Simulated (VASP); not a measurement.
Runs of VASP 6.6.1 on Ru2W. The structure is that of space group P6/mmm (No. 191), or close to it. The cells are those of the table. 

| task | cell | k mesh | cutoff (eV) | gap on the mesh (eV) | pressure (GPa) | relaxed volume (Å³/atom) |
| --- | --- | --- | --- | --- | --- | --- |
| relaxation of cell and atoms | relaxed from a = 4.311, b = 4.311, c = 2.752 Å, angles 90.0, 90.0, 120.0°, 3 atoms | 6 × 6 × 6 | 600 | none | 0.1 | (a) |
| single point | a = 4.320, b = 4.320, c = 2.741 Å, angles 90.0, 90.0, 120.0°, 3 atoms | 6 × 6 × 6 | 520 | none | 0.4 | - |
| relaxation of cell and atoms | relaxed from a = 4.320, b = 4.320, c = 2.741 Å, angles 90.0, 90.0, 120.0°, 3 atoms | 12 × 12 × 16 | 600 | none | 0.0 | 14.77 |
| single point | a = 4.319, b = 4.319, c = 2.741 Å, angles 90.0, 90.0, 120.0°, 3 atoms | 12 × 12 × 16 | 520 | none | 0.2 | - |

Alike in all rows: level PBE; potentials or basis VASP PAW PBE potentials, release 64 (Ru_pv, W_sv); no spin polarisation; smearing gaussian 0.1 eV.

Problem. Estimate the missing entries.

Solution. (a) 14.79.

Caveats: some runs use coarse meshes; spin-orbit coupling is left out, which moves the levels of the heavy elements.

A k mesh can miss the band edges, and the runs leave out spin-orbit coupling on Ru, W.

A gap of «none» marks levels without a gap at the run's occupations.
